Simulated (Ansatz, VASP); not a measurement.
**K2Os: VASP beside Ansatz**

INCAR

```
ALGO = Normal
EDIFF = 1E-7
EDIFFG = -0.04
ENCUT = 560
GGA = PE
GGA_COMPAT = F
IBRION = 2
ISIF = 3
ISMEAR = 0
LASPH = T
LCHARG = F
LREAL = F
LWAVE = F
NELM = 120
NELMIN = 4
NSW = 90
PREC = Accurate
SIGMA = 0.1
```

The input KPOINTS:

```
k-points
0
Gamma
  4 4 4
```

Contents of POSCAR:

```
K2Os
1.0
    0.0000000000      3.6661239700      3.6661239700
    3.6661239700      0.0000000000      3.6661239700
    3.6661239700      3.6661239700      0.0000000000
K Os
2 1
Direct
    0.2500000000      0.2500000000      0.2500000000
    0.7500000000      0.7500000000      0.7500000000
    0.0000000000      0.0000000000      0.0000000000
```

Input for Ansatz:

```yaml
crystal:
  lattice:
    - [0.0, 3.66612397, 3.66612397]
    - [3.66612397, 0.0, 3.66612397]
    - [3.66612397, 3.66612397, 0.0]
  atoms:
    - { symbol: K, position: [0.25, 0.25, 0.25] }
    - { symbol: K, position: [0.75, 0.75, 0.75] }
    - { symbol: Os, position: [0.0, 0.0, 0.0] }
basis:
  ecutwfc: 420
kpoints:
  mp_grid: { grid: [4, 4, 4] }
hamiltonian:
  xc: pbe
scf:
  occupations: { method: gaussian, width: 0.1 }
  lower_state_search: "off"
output:
  forces: true
  stress: true
  eigenvalues: true
relax:
  adjacent_minimum: "off"
  f_tol: 0.04
  max_steps: 70
  cell: { stress_tol: 0.4 }
```

Alike in both runs: task relaxation of cell and atoms; functional PBE; k mesh 4 × 4 × 4; occupations gaussian, width 0.1 eV; no spin polarisation.

```csv
,VASP,Ansatz
version,VASP 6.6.1,Ansatz 0.2.0
potentials or method,"VASP PAW PBE potentials, release 64 (K_sv, Os_sv_GW), cutoff 560 eV","scalar-relativistic, plane waves, PAW"
valence electrons in the cell,34,34
```

VASP gave:

```
gap on the k mesh at the Fermi level, each at its own relaxed structure (eV)  : none
relaxed volume (Å³/atom)                                                      : 40.31
relaxed length of the cell vector where the two differ most in proportion (Å) : 5.551
```

Task: What did Ansatz give for the same quantities?

Result: gap on the k mesh at the Fermi level, each at its own relaxed structure (eV): none; relaxed volume (Å³/atom): 40.05; relaxed length of the cell vector where the two differ most in proportion (Å): 5.539.

A gap of «none» marks a metal or a gap that the smearing closes.

The k mesh is coarse, so the values compare programs but aren't converged. Neither program's run includes spin-orbit coupling. Noted on VASP's run: the volume moved by over 15 % at a fixed basis, so the end points are rough.
